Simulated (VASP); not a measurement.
A run of VASP 6.6.1 is set up as follows.

The input INCAR:

```
PREC = Accurate
ENCUT = 520
EDIFF = 1E-6
ISMEAR = 0
SIGMA = 0.05
LREAL = F
LASPH = T
NELM = 100
ALGO = Normal
ISIF = 2
LWAVE = F
LCHARG = F
IBRION = 2
NSW = 50
EDIFFG = -0.01
```

KPOINTS

```
Automatic mesh
0
Gamma
  12 12 4
```

The input POSCAR:

```
BN
1.0
    2.7620704039      0.0000000000      0.0000000000
   -1.3810352019      2.1549757989      0.0000000000
    0.0000000000      0.0000000000      7.2097513575
B N
2 2
Direct
    0.3333333333      0.6666666667      0.2500000000
    0.6666666667      0.3333333333      0.7500000000
    0.3333333333      0.6666666667      0.7500000000
    0.6666666667      0.3333333333      0.2500000000
```

Potentials or basis: VASP PAW LDA potentials, release 64 (B, N).

Launch:

```sh
$ cat potpaw_LDA.64/B/POTCAR potpaw_LDA.64/N/POTCAR > POTCAR
$ mpirun -np 1 vasp_std > vasp.out
```

Q: What does it give for the energy gained by relaxing?

A: 2.3 meV/atom.

Q: What does it give for the band gap on the k mesh?

A: 3.68 eV (least direct gap 4.20 eV).

The path:
| step | energy change (eV) | largest force (eV/Å) | pressure (GPa) |
| --- | --- | --- | --- |
| 1 | 0.0000 | 0.5719 | -26.76 |
| 2 | 0.0358 | 1.1634 | -28.66 |
| 3 | -0.0094 | 0.0053 | -27.51 |

Caveat: the cell differs from its parent crystal (normal strain along x +0.1100, normal strain along z +0.1100). A k mesh can miss the band edges.
